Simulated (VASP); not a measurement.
# Sb (Fm-3m) in VASP: a series of runs, part 2 of 2

VASP 6.6.1. Earlier steps stand in the parts before.

**5. Single point, r2SCAN**

This run uses another cell than the first one, of 25.07 Å³/atom, 0.922 times its volume.

POSCAR reads:

```
Sb
1.0
    0.0000000000      2.3228362346      2.3228362346
    2.3228362346      0.0000000000      2.3228362346
    2.3228362346      2.3228362346      0.0000000000
Sb
1
Direct
    0.0000000000      0.0000000000      0.0000000000
```

INCAR.step1 reads:

```
SYSTEM = Sb
PREC = Accurate
ENCUT = 520
ISMEAR = -1
SIGMA = 0.05
LREAL = .FALSE.
LASPH = .TRUE.
NELM = 80
NBANDS = 8
GGA = PE
ALGO = Normal
EDIFF = 1E-4
LWAVE = .TRUE.
LCHARG = .FALSE.
```

INCAR.step2 reads:

```
SYSTEM = Sb
PREC = Accurate
ENCUT = 520
EDIFF = 1E-6
ISMEAR = -1
SIGMA = 0.05
LREAL = .FALSE.
LASPH = .TRUE.
NELM = 80
ALGO = Normal
ISIF = 2
LWAVE = .FALSE.
LCHARG = .FALSE.
METAGGA = R2SCAN
LMIXTAU = .TRUE.
NBANDS = 8
ISTART = 1
```

KPOINTS reads:

```
regular mesh
0
G
  10 10 10
  0 0 0
```

Potentials or basis: VASP PAW PBE potentials, release 64 (Sb).

The run is started by

```bash
> cat potpaw_PBE.64/Sb/POTCAR > POTCAR
> cp INCAR.step1 INCAR
> mpirun -np 1 vasp_std > vasp.out
> cp INCAR.step2 INCAR
> mpirun -np 1 vasp_std > vasp.out
```

OUTCAR:

```text
SYSTEM = Sb
   PREC = Accurate
   ENCUT = 520
   EDIFF = 1E-6
   ISMEAR = -1
   LREAL = .FALSE.
   LASPH = .TRUE.
   NELM = 80
   ISIF = 2
   METAGGA = R2SCAN
   ISTART = 1

 ion  position               nearest neighbor table
   1  0.000  0.000  0.000-

  LATTYP: Found a face centered cubic cell.
 ALAT       =     4.6456724692

  Lattice vectors:

 A1 = (   0.0000000000,   2.3228362346,   2.3228362346)
 A2 = (   2.3228362346,   0.0000000000,   2.3228362346)
 A3 = (   2.3228362346,   2.3228362346,   0.0000000000)

Analysis of symmetry for initial positions (statically):
=====================================================================
 Subroutine PRICEL returns:
 Original cell was already a primitive cell.

 Routine SETGRP: Setting up the symmetry group for a
 face centered cubic supercell.

 Subroutine GETGRP returns: Found 48 space group operations
[... 9 lines left out ...]

 Routine SETGRP: Setting up the symmetry group for a
 face centered cubic supercell.

 Subroutine GETGRP returns: Found 48 space group operations
[... 11 lines left out ...]
                                     Primitive cell

  volume of cell :      25.0660

  direct lattice vectors                    reciprocal lattice vectors
     0.000000000  2.322836235  2.322836235    -0.215254090  0.215254090  0.215254090
     2.322836235  0.000000000  2.322836235     0.215254090 -0.215254090  0.215254090
     2.322836235  2.322836235  0.000000000     0.215254090  0.215254090 -0.215254090

  length of vectors
     3.284986506  3.284986506  3.284986506     0.372831020  0.372831020  0.372831020

  position of ions in fractional coordinates (direct lattice)
     0.000000000  0.000000000  0.000000000

  ion indices of the primitive-cell ions
   primitive index   ion index
                 1           1

----------------------------------------------------------------------------------------

 KPOINTS: regular mesh

[... 79 lines left out ...]
   NUPDOWN=      -1.0000    fix difference up-down
   EMIN   =  10.00;   EMAX   =-10.00  energy-range for DOS
   EFERMI =   0.00;   METHOD = LEGACY
   ISMEAR =    -1;   SIGMA  =   0.05  broadening in eV -4-tet -1-fermi 0-gaus
   EFERMI_NEDOS =   21; number of points for ismear=-14 and -15
   IALGO  =     38    algorithm
   IMIX   =      4    mixing-type and parameters
     AMIX     =   0.40;   BMIX     =  1.00
     AMIX_MAG =   1.60;   BMIX_MAG =  1.00
  volume/ion in A,a.u.               =      25.07       169.15
  Fermi-wavevector in a.u.,A,eV,Ry     =   0.956539  1.807598 12.448893  0.914968
  Thomas-Fermi vector in A             =   2.085477
   LORBIT       =      0    0 simple, 1 ext, 2 COOP (PROOUT), +10 PAW based schemes
   METAGGA = R2SCAN    functional components
   LHFCALC =     F    Hartree Fock is set to
   AEXX    =    0.0000 exact exchange contribution
   IVDW    =     0    specifies the selected vdW correction
   LEPSILON=     F    determine dielectric tensor
   LRPA    =     F    only Hartree local field effects (RPA)
 non-spin polarized calculation
  energy-cutoff  :      520.00
  volume of cell :       25.07
 maximum number of plane-waves:       692
   NGX = 13   NGY = 13   NGZ = 13

 number of electron       5.0000000 magnetization

 Free energy of the ion-electron system (eV)
  ---------------------------------------------------
  ext. energy  EPLUGINS =         0.00000000
  ---------------------------------------------------
  free energy    TOTEN  =       -25.19881811 eV

  energy without entropy =      -25.19318242  energy(sigma->0) =      -25.19600027

 E-fermi :   9.4192     XC(G=0): -11.1824

 val. band max:        9.3621400891   @ k =  -0.2000   0.2000   0.0000
 cond. band min:       9.4408756931   @ k =   0.5000   0.4000   0.1000
 fundamental gap:      0.0787356040
 Fermi energy:         9.4191892167

 k-point     1 :       0.0000    0.0000    0.0000
  band No.  band energies     occupation
      1      -4.7602      2.00000
      2      15.6536      0.00000
      3      15.6536      0.00000
      4      15.6536      0.00000
      5      20.0968      0.00000
      6      20.0968      0.00000
      7      20.0968      0.00000
      8      20.4195      0.00000
[... 243 lines left out ...]
 k-point    24 :       0.4000    0.3000    0.0000
  band No.  band energies     occupation
      1      -1.0065      2.00000
      2       7.3317      2.00000
      3       9.6496      0.01973
      4      10.6945      0.00000
      5      15.0186      0.00000
      6      16.3923      0.00000
      7      25.4643      0.00000
      8      26.4205      0.00000

 [... further k-points ...]
[... 5 lines left out ...]
  --------------------------------------------------------------------------------------
  -------------------------------------------------------------------------------------
  Total        0.8591679      0.8591679      0.8591679     -0.0000000     -0.0000000      0.0000000
  in kB       54.9164997     54.9164997     54.9164997     -0.0000000     -0.0000000      0.0000000
  external PRESSURE =      54.9164997 kB  Pullay stress =       0.0000000 kB

 VOLUME and BASIS-vectors are now :
 -----------------------------------------------------------------------------
  energy-cutoff  :      520.00
  volume of cell :       25.07
      direct lattice vectors                 reciprocal lattice vectors
     0.000000000  2.322836235  2.322836235    -0.215254090  0.215254090  0.215254090
     2.322836235  0.000000000  2.322836235     0.215254090 -0.215254090  0.215254090
     2.322836235  2.322836235  0.000000000     0.215254090  0.215254090 -0.215254090

 POSITION                                       TOTAL-FORCE (eV/Angst)
 -----------------------------------------------------------------------------------
      0.00000      0.00000      0.00000         0.000000      0.000000      0.000000
 -----------------------------------------------------------------------------------
    total drift:                                0.000000      0.000000      0.000000

  FREE ENERGIE OF THE ION-ELECTRON SYSTEM (eV)
  ---------------------------------------------------
  free  energy   TOTEN  =       -25.1988181096 eV

  energy  without entropy=      -25.1931824212  energy(sigma->0) =      -25.19600027
```

OSZICAR.step1:

```text
N       E                     dE             d eps       ncg     rms          rms(c)
DAV:   1     0.503455612695E+01    0.50346E+01   -0.16088E+03   752   0.404E+02
DAV:   2    -0.369920487593E+01   -0.87338E+01   -0.85362E+01  1120   0.532E+01
DAV:   3    -0.378662543895E+01   -0.87421E-01   -0.86940E-01   888   0.581E+00
DAV:   4    -0.378682321257E+01   -0.19777E-03   -0.19777E-03  1176   0.359E-01
DAV:   5    -0.378682350123E+01   -0.28866E-06   -0.28799E-06   936   0.899E-03    0.194E+00
DAV:   6    -0.378338076640E+01    0.34427E-02   -0.14285E-03   960   0.203E-01    0.112E+00
DAV:   7    -0.378140699670E+01    0.19738E-02   -0.31079E-03   840   0.299E-01    0.470E-02
DAV:   8    -0.378140974265E+01   -0.27460E-05   -0.37828E-05   936   0.492E-02
   1 F= -.37814097E+01 E0= -.37782729E+01  d E =-.627364E-02
```

Wall time 24 s (1 thread of Intel Xeon 6975P-C, shared host); peak memory 0.14 GiB.

Results:

| Property | Result |
| --- | --- |
| Free energy | -25.1988 eV |
| Pressure | 5.5 GPa |

Caveat: the PAW data sets were made with another functional, which shifts forces and pressure a little; spin-orbit coupling is left out, which moves the levels of the heavy elements.

**6. Single point, r2SCAN**

This run uses another cell than the first one, of 25.60 Å³/atom, 0.941 times its volume.

POSCAR reads:

```
Sb
1.0
    0.0000000000      2.3391947752      2.3391947752
    2.3391947752      0.0000000000      2.3391947752
    2.3391947752      2.3391947752      0.0000000000
Sb
1
Direct
    0.0000000000      0.0000000000      0.0000000000
```

INCAR.step1 reads:

```
PREC = Accurate
ENCUT = 520
ISMEAR = -1
SIGMA = 0.05
LREAL = False
LASPH = True
NELM = 80
NBANDS = 8
GGA = PE
ALGO = Normal
EDIFF = 1E-4
LWAVE = True
LCHARG = False
```

INCAR.step2 reads:

```
PREC = Accurate
ENCUT = 520
EDIFF = 1E-6
ISMEAR = -1
SIGMA = 0.05
LREAL = False
LASPH = True
NELM = 80
ALGO = Normal
ISIF = 2
LWAVE = False
LCHARG = False
METAGGA = R2SCAN
LMIXTAU = True
NBANDS = 8
ISTART = 1
```

KPOINTS reads:

```
regular mesh
0
Gamma
  10 10 10
```

Potentials or basis: VASP PAW PBE potentials, release 64 (Sb).

The run is started by

```bash
> cat potpaw_PBE.64/Sb/POTCAR > POTCAR
> cp INCAR.step1 INCAR
> mpirun -np 1 vasp_std > vasp.out
> cp INCAR.step2 INCAR
> mpirun -np 1 vasp_std > vasp.out
```

It took 44 s on 1 thread of Intel Xeon 6975P-C, shared host; peak memory 0.17 GiB.

It converged, with:

```
Free energy : -25.2141 eV
Pressure    : 3.7 GPa
```

Levels at points of the mesh, in eV from the Fermi level:
```csv
k point,band 1,band 2,band 3,band 4,band 5,band 6,band 7
"(0.00, 0.00, 0.00)",-14.00,6.06,6.06,6.06,10.60,10.60,10.60
"(0.50, 0.00, 0.00)",-9.67,-6.49,4.10,4.10,9.12,9.70,9.70
"(0.50, 0.50, 0.00)",-7.72,-5.55,0.39,0.39,4.71,4.83,18.67
```

Caveat: the PAW data sets were made with another functional, which shifts forces and pressure a little; spin-orbit coupling is left out, which moves the levels of the heavy elements.

**7. Overview**

```csv
level,potentials or basis,cell,gap on the mesh (eV),pressure (GPa)
LDA,"VASP PAW LDA potentials, release 64 (Sb)","a = 3.376 Å, angles 60.0°, 1 atom",none,-3.4
LDA,"VASP PAW LDA potentials, release 64 (Sb)","a = 3.398 Å, angles 60.0°, 1 atom",none,-4.4
LDA,"VASP PAW LDA potentials, release 64 (Sb)","a = 3.419 Å, angles 60.0°, 1 atom",none,-5.4
r2SCAN,"VASP PAW PBE potentials, release 64 (Sb)","a = 3.285 Å, angles 60.0°, 1 atom",none,5.5
r2SCAN,"VASP PAW PBE potentials, release 64 (Sb)","a = 3.308 Å, angles 60.0°, 1 atom",none,3.7
```

Alike in all rows: task single point; no spin polarisation; k mesh 10 × 10 × 10; cutoff (eV) 520; smearing fermi-dirac 0.05 eV.

Caveats: spin-orbit coupling is left out, which moves the levels of the heavy elements; the PAW data sets were made with another functional, which shifts forces and pressure a little (some runs).

Total energies depend on the potentials used, so only differences within one code and one set of settings carry meaning.
